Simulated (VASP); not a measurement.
**Rb: single point with PBE**

The system is Rb.

```xyz
1
Lattice="-2.8353 2.8353 2.8353 2.8353 -2.8353 2.8353 2.8353 2.8353 -2.8353" Properties=species:S:1:pos:R:3 pbc="T T T"
Rb    0.0000    0.0000    0.0000
```

| Property | Result |
| --- | --- |
| Program | VASP 6.6.1 |
| Task | single point |
| Functional | PBE |
| Potentials or basis | VASP PAW PBE potentials, release 64 (Rb_sv) |
| Cutoff | 520 eV |
| k mesh | 10 × 10 × 10 |
| Occupations | gaussian, width 0.1 eV |
| Spin | no spin polarisation |
| Dipole correction | no |
| Further INCAR settings | ALGO = Normal; EDIFF = 1e-06; NBANDS = 10 |

| Quantity | Value |
| --- | --- |
| Pressure | 0.0 GPa |

Levels at points of the mesh, in eV from the Fermi level:
```tsv
k point	band 1	band 2	band 3	band 4	band 5	band 6	band 7	band 8	band 9	band 10
(0.00, 0.00, 0.00)	-28.91	-12.95	-12.95	-12.95	-1.97	3.67	3.67	3.67	4.61	4.61
(0.50, 0.00, 0.00)	-28.90	-13.04	-12.98	-12.95	0.24	0.78	2.58	4.25	5.15	5.22
(0.50, 0.50, 0.50)	-28.90	-13.02	-13.02	-13.02	1.26	1.26	3.24	3.24	3.24	4.78
```

Run time: 30 s on 1 thread of AMD EPYC 7R43 64-Core Processor (Zen 3), on a shared host, peak memory 0.21 GiB.
